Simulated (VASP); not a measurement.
Set up this calculation in VASP 6.6.1, as the native input.

- Task: relaxation of cell and atoms
- Functional: PBE
- Potentials or basis: VASP PAW PBE potentials, release 64 (Ca_sv)
- Cutoff: 600 eV
- k mesh: 10 × 10 × 10
- Occupations: fermi-dirac, width 0.08 eV
- Spin: no spin polarisation
- Dipole correction: no
- Further INCAR settings: ALGO = Normal; EDIFF = 1e-06; IBRION = 2; EDIFFG = -0.005; NSW = 60; ISIF = 3

The structure of Ca lies in POSCAR:

```
Ca
1.0
    0.0000000000      3.7495703211      3.7495703211
    3.7495703211      0.0000000000      3.7495703211
    3.7495703211      3.7495703211      0.0000000000
Ca
2
Direct
   -0.1250000000     -0.1250000000     -0.1250000000
    0.1250000000      0.1250000000      0.1250000000
```

These files were run (other wordings do the same):

INCAR

```
ALGO     = Normal         # electronic algorithm
EDIFF    = 1E-6           # SCF threshold, eV
EDIFFG   = -0.005         # ionic threshold
ENCUT    = 600            # plane-wave cutoff, eV
GGA      = PE             # functional
IBRION   = 2              # ionic algorithm
ISIF     = 3              # what is computed and relaxed
ISMEAR   = -1             # smearing method
LASPH    = True           # aspherical terms in the spheres
LCHARG   = False          # write CHGCAR
LREAL    = False          # projectors in reciprocal space
LWAVE    = False          # write WAVECAR
NELM     = 100            # most SCF steps
NSW      = 60             # ionic steps
PREC     = Accurate       # precision mode
SIGMA    = 0.08           # smearing width, eV
```

KPOINTS

```
k-points
0
Gamma
  10 10 10
```

Potentials or basis: VASP PAW PBE potentials, release 64 (Ca_sv).

Launch:

```sh
$ cat potpaw_PBE.64/Ca_sv/POTCAR > POTCAR
$ mpirun -np 1 vasp_std > vasp.out
```

It gave:

```json
{
  "Relaxed volume": "79.92 Å³/atom",
  "Relaxed cell": "a = 6.092 Å, b = 6.092 Å, c = 6.092 Å, α = 60.00°, β = 60.00°, γ = 60.00°",
  "Space group after relaxing (to 0.05 Å)": "Fd-3m (No. 227)",
  "Energy gained by relaxing": "175.4 meV/atom",
  "Ionic steps": "4",
  "Pressure after relaxing": "0.0 GPa",
  "Band gap on the k mesh": "zero (band 10 reaches 0.54 eV, above the bottom of band 11 at -0.23 eV)"
}
```

Caveat: the volume moved by over 15 % at a fixed basis, so the end points are rough.

Run time: 2.9 min on 1 thread of Intel(R) Xeon(R) 6975P-C (Granite Rapids) (shared host), peak memory 0.31 GiB.
